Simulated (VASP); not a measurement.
# C (P-3m1) in VASP: further runs

C is run at these levels: PBE; tasks: single point, relaxation of cell and atoms.

Everything below comes from runs of VASP 6.6.1. Logs are shortened: lines on timing, memory, paths and dates and some standing lists are left out, and cuts for length are marked.

**1. The cell of the first run**

It takes space group P-3m1 (No. 164, trigonal). Conventional cell: a = 2.520 Å, b = 2.520 Å, c = 10.367 Å, α = 90.00°, β = 90.00°, γ = 120.00°. Within 2.1 Å of C (site symmetry 3m) lie 4 C at 1.54 to 1.55 Å. Within 2.1 Å of C (site symmetry 3m) lie 4 C at 1.55 to 1.57 Å. Within 2.1 Å of C (site symmetry 3m) lie 4 C at 1.54 to 1.55 Å. Within 2.1 Å of C (site symmetry 3m) lie 4 C at 1.54 to 1.55 Å. C (site symmetry 3m) has 4 C at 1.54 to 1.57 Å within 2.1 Å.

**2. Single point, PBE**

File INCAR:

```
PREC     = Accurate       # precision mode
ENCUT    = 600            # plane-wave cutoff, eV
EDIFF    = 1E-6           # SCF threshold, eV
ISMEAR   = 0              # smearing method
SIGMA    = 0.02           # smearing width, eV
LREAL    = F              # projectors in reciprocal space
LASPH    = T              # aspherical terms in the spheres
NELM     = 120            # most SCF steps
ALGO     = Normal         # electronic algorithm
ISIF     = 2              # what is computed and relaxed
LWAVE    = F              # write WAVECAR
LCHARG   = F              # write CHGCAR
GGA      = PE             # functional
NBANDS   = 31             # bands
GGA_COMPAT= F
```

File KPOINTS:

```
regular mesh
0
Gamma
  12 12 4
```

File POSCAR:

```
C
1.0
    2.5196992928      0.0000000000      0.0000000000
   -1.2598496464      2.1821235974      0.0000000000
    0.0000000000      0.0000000000     10.3673533054
C
10
Direct
    0.3333333333      0.6666666667      0.1243600368
    0.3333333333      0.6666666667      0.5252274086
    0.6666666667      0.3333333333      0.7265926193
    0.0000000000      0.0000000000      0.9254239528
    0.6666666667      0.3333333333      0.3235374086
    0.3333333333      0.6666666667      0.6764625914
    0.0000000000      0.0000000000      0.0745760472
    0.6666666667      0.3333333333      0.8756399632
    0.3333333333      0.6666666667      0.2734073807
    0.6666666667      0.3333333333      0.4747725914
```

Potentials or basis: VASP PAW PBE potentials, release 64 (C).

The run is started by

```bash
> cat potpaw_PBE.64/C/POTCAR > POTCAR
> mpirun -np 1 vasp_std > vasp.out
```

OUTCAR:

```text
PREC = Accurate
   ENCUT = 600
   EDIFF = 1E-6
   ISMEAR = 0
   LREAL = F
   LASPH = T
   NELM = 120
   ISIF = 2
   GGA = PE

 ion  position               nearest neighbor table
   1  0.333  0.667  0.124-   7 1.54   7 1.54   7 1.54   9 1.55
   2  0.333  0.667  0.525-  10 1.55  10 1.55  10 1.55   6 1.57
   3  0.667  0.333  0.727-   6 1.54   6 1.54   6 1.54   8 1.55
   4  0.000  0.000  0.925-   8 1.54   8 1.54   8 1.54   7 1.55
   5  0.667  0.333  0.324-   9 1.54   9 1.54   9 1.54  10 1.57
   6  0.333  0.667  0.676-   3 1.54   3 1.54   3 1.54   2 1.57
   7  0.000  0.000  0.075-   1 1.54   1 1.54   1 1.54   4 1.55
   8  0.667  0.333  0.876-   4 1.54   4 1.54   4 1.54   3 1.55
   9  0.333  0.667  0.273-   5 1.54   5 1.54   5 1.54   1 1.55
  10  0.667  0.333  0.475-   2 1.55   2 1.55   2 1.55   5 1.57

  LATTYP: Found a hexagonal cell.
 ALAT       =     2.5196992928
 C/A-ratio  =     4.1145200679

  Lattice vectors:

 A1 = (   2.5196992928,   0.0000000000,   0.0000000000)
 A2 = (  -1.2598496464,   2.1821235974,   0.0000000000)
 A3 = (   0.0000000000,   0.0000000000,  10.3673533054)

Analysis of symmetry for initial positions (statically):
=====================================================================
 Subroutine PRICEL returns:
 Original cell was already a primitive cell.

 Routine SETGRP: Setting up the symmetry group for a
 hexagonal supercell.

 Subroutine GETGRP returns: Found 12 space group operations
 (whereof 12 operations were pure point group operations)
 out of a pool of 24 trial point group operations.

The static configuration has the point symmetry D_3d.

Analysis of symmetry for dynamics (positions and initial velocities):
=====================================================================
 Subroutine PRICEL returns:
 Original cell was already a primitive cell.

 Routine SETGRP: Setting up the symmetry group for a
 hexagonal supercell.

 Subroutine GETGRP returns: Found 12 space group operations
 (whereof 12 operations were pure point group operations)
 out of a pool of 24 trial point group operations.

The dynamic configuration has the point symmetry D_3d.

 Subroutine INISYM returns: Found 12 space group operations
 (whereof 12 operations are pure point group operations),
 and found     1 'primitive' translations

[... 111 lines left out ...]
   LREAL  =      F    real-space projection
   EDIFFG = 0.1E-04   stopping-criterion for IOM
   NSW    =      0    number of steps for IOM
   IBRION =     -1    ionic relax: 0-MD 1-quasi-New 2-CG
   NFREE  =      0    steps in history (QN), initial steepest desc. (CG)
   ISIF   =      2    stress and relaxation
   ISYM   =      2    0-nonsym 1-usesym 2-fastsym
   POTIM  = 0.5000    time-step for ionic-motion
   TEBEG  =    0.0;   TEEND  =   0.0 temperature during run
   PSTRESS=    0.0 pullay stress
   NELECT =      40.0000    total number of electrons
   NUPDOWN=      -1.0000    fix difference up-down
   EMIN   =  10.00;   EMAX   =-10.00  energy-range for DOS
   EFERMI =   0.00;   METHOD = LEGACY
   ISMEAR =     0;   SIGMA  =   0.02  broadening in eV -4-tet -1-fermi 0-gaus
   EFERMI_NEDOS =   21; number of points for ismear=-14 and -15
   IALGO  =     38    algorithm
   IMIX   =      4    mixing-type and parameters
     AMIX     =   0.40;   BMIX     =  1.00
     AMIX_MAG =   1.60;   BMIX_MAG =  1.00
  volume/ion in A,a.u.               =       5.70        38.47
  Fermi-wavevector in a.u.,A,eV,Ry     =   1.454776  2.749128 28.795012  2.116374
  Thomas-Fermi vector in A             =   2.571888
   LORBIT       =      0    0 simple, 1 ext, 2 COOP (PROOUT), +10 PAW based schemes
   GGA     = PE    functional components
   LHFCALC =     F    Hartree Fock is set to
   AEXX    =    0.0000 exact exchange contribution
   IVDW    =     0    specifies the selected vdW correction
   LEPSILON=     F    determine dielectric tensor
   LRPA    =     F    only Hartree local field effects (RPA)
 non-spin polarized calculation
 Gauss-broadening in eV      SIGMA  =   0.02
  energy-cutoff  :      600.00
  volume of cell :       57.00
 maximum number of plane-waves:      1935
   NGX =  9   NGY =  9   NGZ = 41

 number of electron      40.0000001 magnetization

 Free energy of the ion-electron system (eV)
  ---------------------------------------------------
  ext. energy  EPLUGINS =         0.00000000
  ---------------------------------------------------
  free energy    TOTEN  =       -90.86583448 eV

  energy without entropy =      -90.86583448  energy(sigma->0) =      -90.86583448

 E-fermi :   9.8865     XC(G=0): -13.2238

 val. band max:        9.7715648829   @ k =   0.0000   0.0000   0.0000
 cond. band min:      14.1337672132   @ k =   0.3333   0.0000   0.0000
 fundamental gap:      4.3622023303
 Fermi energy:         9.8864673742

 k-point     1 :       0.0000    0.0000    0.0000
  band No.  band energies     occupation
      1     -11.7663      2.00000
      2     -10.6907      2.00000
      3     -10.6596      2.00000
      4      -7.5853      2.00000
      5      -7.5352      2.00000
      6      -1.7917      2.00000
[... 805 lines left out ...]
     30      18.9524      0.00000
     31      19.4027      0.00000

 [... further k-points ...]
[... 5 lines left out ...]
  --------------------------------------------------------------------------------------
  -------------------------------------------------------------------------------------
  Total       -0.0074337     -0.0074337     -0.0233038      0.0000000      0.0000000     -0.0000000
  in kB       -0.2089377     -0.2089377     -0.6549994      0.0000000      0.0000000     -0.0000000
  external PRESSURE =      -0.3576250 kB  Pullay stress =       0.0000000 kB

 VOLUME and BASIS-vectors are now :
 -----------------------------------------------------------------------------
  energy-cutoff  :      600.00
  volume of cell :       57.00
      direct lattice vectors                 reciprocal lattice vectors
     2.519699293  0.000000000  0.000000000     0.396872755  0.229134592  0.000000000
    -1.259849646  2.182123597  0.000000000     0.000000000  0.458269184  0.000000000
     0.000000000  0.000000000 10.367353305     0.000000000  0.000000000  0.096456634

 POSITION                                       TOTAL-FORCE (eV/Angst)
 -----------------------------------------------------------------------------------
     -0.00000      1.45475      1.28928        -0.000000     -0.000000     -0.000039
     -0.00000      1.45475      5.44522        -0.000000      0.000000      0.005803
      1.25985      0.72737      7.53284        -0.000000      0.000000     -0.001360
      0.00000      0.00000      9.59420        -0.000000      0.000000     -0.000139
      1.25985      0.72737      3.35423         0.000000     -0.000000      0.007172
     -0.00000      1.45475      7.01313        -0.000000      0.000000     -0.007172
      0.00000      0.00000      0.77316        -0.000000     -0.000000      0.000139
      1.25985      0.72737      9.07807        -0.000000      0.000000      0.000039
     -0.00000      1.45475      2.83451         0.000000     -0.000000      0.001360
      1.25985      0.72737      4.92214         0.000000      0.000000     -0.005803
 -----------------------------------------------------------------------------------
    total drift:                               -0.000000     -0.000000      0.000000

  FREE ENERGIE OF THE ION-ELECTRON SYSTEM (eV)
  ---------------------------------------------------
  free  energy   TOTEN  =       -90.8658344821 eV

  energy  without entropy=      -90.8658344821  energy(sigma->0) =      -90.86583448
```

stdout:

```text
POSCAR found type information on POSCAR C
 POSCAR found :  1 types and      10 ions
 scaLAPACK will be used
 LDA part: xc-table for (Slater+PW92), standard interpolation
 POSCAR, INCAR and KPOINTS ok, starting setup
 FFT: planning ... GRIDC
 FFT: planning ... GRID_SOFT
 FFT: planning ... GRID
 WAVECAR not read
 entering main loop
```

Wall time 53 s (1 thread of Intel Xeon 6975P-C (Granite Rapids), shared host); peak memory 0.23 GiB.

What came out:

```yaml
Free_energy: -90.8658 eV
Pressure: 0.0 GPa
Largest_force: 0.007 eV/Å
Band_gap_on_the_k_mesh: 4.36 eV, indirect (least direct gap 5.30 eV)
```

Forces in eV/Å, atoms in the order of the input:
```
C    0.000  0.000  0.000
C    0.000  0.000  0.006
C    0.000  0.000 -0.001
C    0.000  0.000  0.000
C    0.000  0.000  0.007
C    0.000  0.000 -0.007
C    0.000  0.000  0.000
C    0.000  0.000  0.000
C    0.000  0.000  0.001
C    0.000  0.000 -0.006
```

Levels at points of the mesh, in eV from the valence-band top:
```csv
k point,band 18,band 19,band 20,band 21,band 22,band 23
"(0.00, 0.00, 0.00)",-0.19,0.00,0.00,5.30,5.30,5.48
"(0.50, 0.00, 0.00)",-3.41,-3.38,-3.38,4.59,5.44,5.49
"(0.00, 0.00, 0.50)",-0.52,-0.38,-0.38,5.70,5.70,6.04
"(0.50, 0.00, 0.50)",-4.41,-3.75,-2.93,4.79,4.86,5.23
```

**3. Relaxation of cell and atoms, PBE**

File INCAR:

```
  ALGO = Normal
  EDIFF = 1E-7
  EDIFFG = -0.01
  ENCUT = 600
  GGA = PE
  GGA_COMPAT = False
  IBRION = 2
  ISIF = 3
  ISMEAR = 0
  LASPH = True
  LCHARG = False
  LREAL = False
  LWAVE = False
  NELM = 120
  NELMIN = 4
  NSW = 100
  PREC = Accurate
  SIGMA = 0.02
```

File KPOINTS:

```
k-points
0
Gamma
  12 12 4
```

File POSCAR:

```
C
1.0
    2.5199603003      0.0000000000      0.0000000000
   -1.2599801502      2.1823496366      0.0000000000
    0.0000000000      0.0000000000     10.3661887446
C
10
Direct
    0.3333333333      0.6666666667      0.1243452297
    0.3333333333      0.6666666667      0.5252174727
    0.6666666667      0.3333333333      0.7265937757
    0.0000000000      0.0000000000      0.9254168810
    0.6666666667      0.3333333333      0.3235157078
    0.3333333333      0.6666666667      0.6764842922
    0.0000000000      0.0000000000      0.0745831190
    0.6666666667      0.3333333333      0.8756547703
    0.3333333333      0.6666666667      0.2734062243
    0.6666666667      0.3333333333      0.4747825273
```

Potentials or basis: VASP PAW PBE potentials, release 64 (C).

The run is started by

```bash
> cat potpaw_PBE.64/C/POTCAR > POTCAR
> mpirun -np 1 vasp_std > vasp.out
```

Run time: 91 s. Hardware: 1 thread of Intel Xeon 6975P-C (Granite Rapids), shared host; peak memory 0.22 GiB.

Results (log left out):

```yaml
Free_energy: -90.8658 eV
Relaxed_volume: 5.70 Å³/atom
Relaxed_cell: a = 2.520 Å, b = 2.520 Å, c = 10.367 Å, α = 90.00°, β = 90.00°, γ = 120.00°
Space_group_after_relaxing_to_0.05_Å: P-3m1 (No. 164)
Energy_gained_by_relaxing: 0.0 meV/atom
Ionic_steps: 3
Pressure_after_relaxing: 0.0 GPa
Largest_force_after_relaxing: 0.007 eV/Å
Band_gap_on_the_k_mesh: 4.36 eV, indirect (least direct gap 5.30 eV)
```

Forces in eV/Å, atoms in the order of the input:
```
C    0.000  0.000 -0.001
C    0.000  0.000 -0.006
C    0.000  0.000 -0.007
C    0.000  0.000 -0.003
C    0.000  0.000  0.000
C    0.000  0.000  0.000
C    0.000  0.000  0.003
C    0.000  0.000  0.001
C    0.000  0.000  0.007
C    0.000  0.000  0.006
```

Final structure:
```
C
1.0
     2.51971    0.00000    0.00000
    -1.25986    2.18214    0.00000
     0.00000    0.00000   10.36659
C
10
Direct
  0.33333 0.66667 0.12436
  0.33333 0.66667 0.52524
  0.66667 0.33333 0.72660
  0.00000 0.00000 0.92543
  0.66667 0.33333 0.32355
  0.33333 0.66667 0.67645
  0.00000 0.00000 0.07457
  0.66667 0.33333 0.87564
  0.33333 0.66667 0.27340
  0.66667 0.33333 0.47476
```

Levels at points of the mesh, in eV from the valence-band top:
```tsv
k point	band 17	band 18	band 19	band 20	band 21	band 22	band 23	band 24
(0.00, 0.00, 0.00)	-1.33	-0.19	0.00	0.00	5.30	5.30	5.48	6.93
(0.50, 0.00, 0.00)	-4.95	-3.41	-3.38	-3.38	4.58	5.44	5.49	5.81
(0.00, 0.00, 0.50)	-0.52	-0.52	-0.38	-0.38	5.70	5.70	6.03	6.03
(0.50, 0.00, 0.50)	-4.43	-4.41	-3.75	-2.93	4.79	4.86	5.23	6.57
```

A k mesh can miss the band edges.
